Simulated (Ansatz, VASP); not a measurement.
## Ga2O3: VASP beside Ansatz

POSCAR

```
Ga2O3
1.0
    2.3676872358      1.3669848630      4.3686499504
   -2.3676872358      1.3669848630      4.3686499504
    0.0000000000     -2.7339697259      4.3686499504
Ga O
4 6
Direct
    0.3554023483      0.3554023483      0.3554023483
    0.1445976517      0.1445976517      0.1445976517
    0.6445976517      0.6445976517      0.6445976517
    0.8554023483      0.8554023483      0.8554023483
    0.5536262452      0.9463737548      0.2500000000
    0.2500000000      0.5536262452      0.9463737548
    0.9463737548      0.2500000000      0.5536262452
    0.4463737548      0.0536262452      0.7500000000
    0.7500000000      0.4463737548      0.0536262452
    0.0536262452      0.7500000000      0.4463737548
```

File INCAR.step1:

```
PREC = Accurate
ENCUT = 520
ISMEAR = 0
SIGMA = 0.05
LREAL = F
LASPH = T
NELM = 100
NBANDS = 55
GGA = PE
ALGO = Normal
EDIFF = 1E-4
LWAVE = T
LCHARG = F
```

File INCAR.step2:

```
PREC = Accurate
ENCUT = 520
EDIFF = 1E-7
ISMEAR = 0
SIGMA = 0.05
LREAL = F
LASPH = T
NELM = 100
ALGO = Normal
ISIF = 2
LWAVE = F
LCHARG = F
METAGGA = R2SCAN
LMIXTAU = T
NBANDS = 55
ISTART = 1
```

KPOINTS

```
Automatic mesh
0
Gamma
  6 6 6
```

Input for Ansatz:

```yaml
crystal:
  lattice:
    - [2.3676872358, 1.366984863, 4.3686499504]
    - [-2.3676872358, 1.366984863, 4.3686499504]
    - [0.0, -2.7339697259, 4.3686499504]
  atoms:
    - { symbol: Ga, position: [0.3554023483, 0.3554023483, 0.3554023483] }
    - { symbol: Ga, position: [0.1445976517, 0.1445976517, 0.1445976517] }
    - { symbol: Ga, position: [0.6445976517, 0.6445976517, 0.6445976517] }
    - { symbol: Ga, position: [0.8554023483, 0.8554023483, 0.8554023483] }
    - { symbol: O, position: [0.5536262452, 0.9463737548, 0.25] }
    - { symbol: O, position: [0.25, 0.5536262452, 0.9463737548] }
    - { symbol: O, position: [0.9463737548, 0.25, 0.5536262452] }
    - { symbol: O, position: [0.4463737548, 0.0536262452, 0.75] }
    - { symbol: O, position: [0.75, 0.4463737548, 0.0536262452] }
    - { symbol: O, position: [0.0536262452, 0.75, 0.4463737548] }
basis:
  ecutwfc: 500
kpoints:
  mp_grid: { grid: [6, 6, 6] }
hamiltonian:
  xc: r2scan
scf:
  occupations: { method: gaussian, width: 0.05 }
output:
  forces: true
  stress: true
  eigenvalues: true
  write_density: true
  write_potential: true
  elf: true
  volumetric_format: npy
```

Change from the starting cell: strain -0.050 along x and y, -0.025 along z, atoms carried along.

Alike in both runs: task single point; functional r2SCAN; k mesh 6 × 6 × 6; occupations gaussian, width 0.05 eV; no spin polarisation.

|  | VASP | Ansatz |
| --- | --- | --- |
| version | VASP 6.6.1 | Ansatz 0.2.0 |
| potentials or method | VASP PAW PBE potentials, release 64 (Ga_d, O), cutoff 520 eV | scalar-relativistic, plane waves, PAW |
| valence electrons in the cell | 88 | 88 |

```csv
,VASP,Ansatz,Ansatz less VASP
gap on the k mesh at the Fermi level (eV),5.05,5.06,+0.012
least direct gap on the mesh (eV),5.23,5.25,+0.021
pressure (GPa),43.9,40.8,-3.17
"traceless stress, the component that is largest in VASP (GPa)",-9.96,-9.51,+0.454
rms of the force components (eV/Å),0.136,0.108,-0.0279
```

VASP's potentials were made for PBE, not for r2SCAN. Atom by atom the forces differ by 0.034 eV/Å (rms over components). Both programs put the cell under a high pressure, so it lies far from rest at this level.
